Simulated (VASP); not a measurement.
RbAl3:

```
Rb Al
1.0
    -2.13136    2.13136    4.76096
     2.13136   -2.13136    4.76096
     2.13136    2.13136   -4.76096
Rb Al
1 3
Direct
  0.00000 0.00000 0.00000
  0.50000 0.50000 0.00000
  0.25000 0.75000 0.50000
  0.75000 0.25000 0.50000
```

```yaml
Program: VASP 6.6.1
Task: relaxation of cell and atoms
Functional: PBE
Potentials_or_basis: VASP PAW PBE potentials, release 64 (Rb_sv, Al)
Cutoff: 600 eV
k_mesh: 6 × 6 × 6
Occupations: gaussian, width 0.1 eV
Spin: no spin polarisation
```

At the start: pressure 9.0 GPa; volume 21.63 Å³/atom.

Q: How do energy, volume and symmetry change on relaxing?

A: Over 13 steps the energy falls by 306.0 meV/atom and the volume is 24.22 Å³/atom (+12.0 %); space group I4/mmm (No. 139, to 0.05 Å).

The path:
| step | energy change (eV) | largest force (eV/Å) | pressure (GPa) | volume (Å³) |
| --- | --- | --- | --- | --- |
| 1 | 0.0000 | 0.0000 | 9.00 | 86.51 |
| 2 | -0.6137 | 0.0000 | 0.82 | 102.51 |
| 3 | -0.6344 | 0.0000 | -1.98 | 114.08 |
| 4 | -0.6535 | 0.0000 | -1.15 | 109.72 |
| 5 | -0.6539 | 0.0000 | -1.01 | 109.10 |
| 6 | -0.7460 | 0.0000 | -1.07 | 107.68 |
| 7 | -0.9055 | 0.0000 | -0.94 | 104.76 |
| 8 | -1.1951 | 0.0000 | -0.32 | 97.65 |
| 9 | 0.6061 | 0.0000 | 14.70 | 78.03 |
| 10 | -1.2144 | 0.0000 | -0.03 | 96.45 |
| 11 | -1.2226 | 0.0000 | 0.39 | 94.94 |
| 12 | -1.2221 | 0.0000 | 0.51 | 94.57 |
| 13 | -1.2239 | 0.0000 | -0.23 | 96.88 |

Final structure:
```cif
data_structure
_symmetry_space_group_name_H-M 'P 1'
_symmetry_Int_Tables_number 1
_cell_length_a 5.1495
_cell_length_b 5.1495
_cell_length_c 5.1495
_cell_angle_alpha 119.777
_cell_angle_beta 119.777
_cell_angle_gamma 90.386
_cell_volume 96.88
loop_
_atom_site_label
_atom_site_type_symbol
_atom_site_fract_x
_atom_site_fract_y
_atom_site_fract_z
_atom_site_occupancy
Rb1 Rb 0.00000 0.00000 0.00000 1
Al1 Al 0.50000 0.50000 0.00000 1
Al2 Al 0.25000 0.75000 0.50000 1
Al3 Al 0.75000 0.25000 0.50000 1
```
